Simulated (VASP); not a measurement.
Here is a VASP 6.6.1 calculation.

Contents of INCAR:

```
PREC     = Accurate       # precision mode
ENCUT    = 520            # plane-wave cutoff, eV
EDIFF    = 1E-6           # SCF threshold, eV
ISMEAR   = 0              # smearing method
SIGMA    = 0.1            # smearing width, eV
LREAL    = False          # projectors in reciprocal space
LASPH    = True           # aspherical terms in the spheres
NELM     = 80             # most SCF steps
ALGO     = Fast           # electronic algorithm
ISIF     = 2              # what is computed and relaxed
LWAVE    = False          # write WAVECAR
LCHARG   = False          # write CHGCAR
GGA      = PE             # functional
NBANDS   = 26             # bands
```

File KPOINTS:

```
Automatic mesh
0
Gamma
  18 18 6
```

The input POSCAR:

```
CaW2
1.0
    3.1898731610      0.0000000000      0.0000000000
   -1.5949365805      2.7625111923      0.0000000000
    0.0000000000      0.0000000000      7.2156745772
Ca W
1 2
Direct
    0.0000000000      0.0000000000      0.5000000000
    0.3333333333      0.6666666667      0.8796815088
    0.6666666667      0.3333333333      0.1203184912
```

Potentials or basis: VASP PAW PBE potentials, release 64 (Ca_sv, W_sv).

Command:

```bash
$ cat potpaw_PBE.64/Ca_sv/POTCAR potpaw_PBE.64/W_sv/POTCAR > POTCAR
$ mpirun -np 1 vasp_std > vasp.out
```

Task: What does it give for the band gap on the k mesh?

Result: Zero (bands 19 and 20 overlap by 1.74 eV).

Task: What does it give for the pressure?

Result: 0.3 GPa.

Task: Estimate the largest force.

Result: 0.066 eV/Å.

Stress tensor (GPa, compression positive):
```
0.28 0.00 0.00
0.00 0.28 0.00
0.00 0.00 0.43
```

Caveat: spin-orbit coupling is left out, which moves the levels of the heavy elements.
